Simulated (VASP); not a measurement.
A run of VASP 6.6.1 is set up as follows.

The input POSCAR:

```
LiF
1.0
    4.0100000000      0.0000000000      0.0000000000
    0.0000000000      4.0100000000      0.0000000000
    0.0000000000      0.0000000000      4.0100000000
Li F
4 4
Direct
    0.0000000000      0.0000000000      0.0000000000
    0.5000000000      0.5000000000      0.0000000000
    0.5000000000      0.0000000000      0.5000000000
    0.0000000000      0.5000000000      0.5000000000
    0.5000000000      0.5000000000      0.5000000000
    1.0000000000      1.0000000000      0.5000000000
    1.0000000000      0.5000000000      1.0000000000
    0.5000000000      1.0000000000      1.0000000000
```

File INCAR.step1:

```
SYSTEM = LiF
PREC = Accurate
ENCUT = 650
EDIFF = 1E-5
ISMEAR = 0
SIGMA = 0.01
LREAL = .False.
LASPH = .True.
NELM = 120
ALGO = Normal
ISIF = 2
LWAVE = .True.
GGA = PE
NBANDS = 30
GGA_COMPAT = .False.
```

File INCAR.step2:

```
SYSTEM = LiF
PREC = Accurate
ENCUT = 650
EDIFF = 1E-6
ISMEAR = 0
SIGMA = 0.01
LREAL = .False.
LASPH = .True.
NELM = 120
ALGO = Normal
ISIF = 2
LWAVE = .False.
LCHARG = .True.
GGA = PE
LHFCALC = .True.
AEXX = 1.0
ALDAC = 0.0
AGGAC = 0.0
PRECFOCK = Normal
LELF = .True.
LVHAR = .True.
ISTART = 1
NBANDS = 30
GGA_COMPAT = .False.
```

KPOINTS

```
Automatic mesh
0
Gamma
  1 1 1
  0 0 0
```

Potentials or basis: VASP PAW PBE potentials, release 64 (Li_sv, F).

Command:

```sh
$ cat potpaw_PBE.64/Li_sv/POTCAR potpaw_PBE.64/F/POTCAR > POTCAR
$ cp INCAR.step1 INCAR
$ mpirun -np 1 vasp_gam > vasp.out
$ cp INCAR.step2 INCAR
$ mpirun -np 1 vasp_gam > vasp.out
```

Question: What does it give for the pressure?

Answer: -21.1 GPa.

Question: Predict the band gap on the k mesh.

Answer: 23.00 eV.

Caveat: the k points lie up to 1.57 Å⁻¹ apart; the PAW data sets were made with another functional, which shifts forces and pressure a little. A k mesh can miss the band edges.
